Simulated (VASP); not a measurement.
Input of a VASP 6.6.1 run:

Contents of INCAR:

```
SYSTEM = Cd
PREC = Accurate ; ENCUT = 520
EDIFF = 1E-6 ; ISMEAR = 0
SIGMA = 0.1 ; LREAL = .FALSE.
LASPH = .TRUE. ; NELM = 100
ALGO = Normal ; ISIF = 2
LWAVE = .FALSE. ; LCHARG = .FALSE.
GGA = PE ; NBANDS = 12
```

File KPOINTS:

```
regular mesh
0
G
  14 14 14
  0 0 0
```

File POSCAR:

```
Cd
1.0
   -1.9922792292      1.9922792292      1.4682856781
    1.9922792292     -1.9922792292      1.4682856781
    1.9922792292      1.9922792292     -1.4682856781
Cd
1
Direct
    0.0000000000      0.0000000000      0.0000000000
```

Potentials or basis: VASP PAW PBE potentials, release 64 (Cd).

Launch:

```bash
$ cat potpaw_PBE.64/Cd/POTCAR > POTCAR
$ mpirun -np 1 vasp_std > vasp.out
```

**Question.** What does it give for the pressure?

**Answer.** 0.2 GPa.

**Question.** Predict the band gap on the k mesh.

**Answer.** Zero (band 6 reaches 4.55 eV, above the bottom of band 7 at -0.16 eV).

Stress tensor (GPa, compression positive):
```
0.19 0.00 0.00
0.00 0.19 0.00
0.00 0.00 0.36
```
